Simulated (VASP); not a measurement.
Crystal: GaGe3.

```
Ge Ga
1.0
     0.00000    3.45360    3.45360
     3.45360    0.00000    3.45360
     3.45360    3.45360    0.00000
Ge Ga
3 1
Direct
  0.50000 0.50000 0.50000
  0.75000 0.75000 0.75000
  0.25000 0.25000 0.25000
  0.00000 0.00000 0.00000
```

Program: VASP 6.6.1. Alike in all runs: task single point; no spin polarisation; cell as given; k mesh 7 × 7 × 7; cutoff (eV) 520; smearing fermi-dirac 0.05 eV.

**Question.** Order these runs on this cell by their pressure, lowest first.
A. level PBE; potentials or basis VASP PAW PBE potentials, release 64 (Ge_d, Ga_d)
B. level LDA; potentials or basis VASP PAW LDA potentials, release 64 (Ge_d, Ga_d)
C. level r2SCAN; potentials or basis VASP PAW PBE potentials, release 64 (Ge_d, Ga_d)

**Answer.** B (-8.1 GPa), C (-5.5 GPa), A (-3.7 GPa).

Caveats: the PAW data sets were made with another functional, which shifts forces and pressure a little (some runs).
